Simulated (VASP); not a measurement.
**GaN: electric field gradients with PBEsol**

Crystal: GaN.

```
Ga N
1.0
     0.00000    1.96557    1.96557
     1.96557    0.00000    1.96557
     1.96557    1.96557    0.00000
Ga N
1 1
Direct
  0.50000 0.50000 0.50000
  0.00000 0.00000 0.00000
```

This cell differs from its parent crystal: volume scaled by 0.96.

```yaml
Program: VASP 6.6.1
Task: electric field gradients
Functional: PBEsol
Potentials_or_basis: VASP PAW PBE potentials, release 64 (Ga_d, N)
Cutoff: 520 eV
k_mesh: 10 × 10 × 10
Occupations: fermi-dirac, width 0.02 eV
Spin: no spin polarisation
Dipole_correction: no
Further_INCAR_settings: ALGO = Normal; EDIFF = 1e-08; NBANDS = 16
```

```json
{"Pressure": "80.4 GPa", "Band gap on the k mesh": "2.03 eV, indirect (least direct gap 5.67 eV)"}
```

Levels at points of the mesh, in eV from the valence-band top:
| k point | band 5 | band 6 | band 7 | band 8 | band 9 | band 10 | band 11 | band 12 | band 13 | band 14 |
| --- | --- | --- | --- | --- | --- | --- | --- | --- | --- | --- |
| (0.00, 0.00, 0.00) | -13.81 | -13.81 | -0.83 | -0.83 | -0.83 | 5.03 | 15.97 | 15.97 | 15.97 | 16.57 |
| (0.50, 0.00, 0.00) | -13.57 | -13.57 | -9.40 | -0.12 | -0.12 | 5.55 | 10.27 | 10.27 | 12.52 | 18.45 |
| (0.50, 0.50, 0.00) | -13.47 | -10.31 | -9.08 | -4.00 | -4.00 | 2.03 | 7.95 | 14.16 | 17.46 | 17.46 |

It took 18 s on 1 thread of Intel Xeon 8259CL, on a shared host, peak memory 0.14 GiB.

Caveat: without QUAD_EFG the Cq values of the log hold for a quadrupole moment of 1 mb, not for the nuclei; the PAW data sets were made with another functional, which shifts forces and pressure a little. A k mesh can miss the band edges.
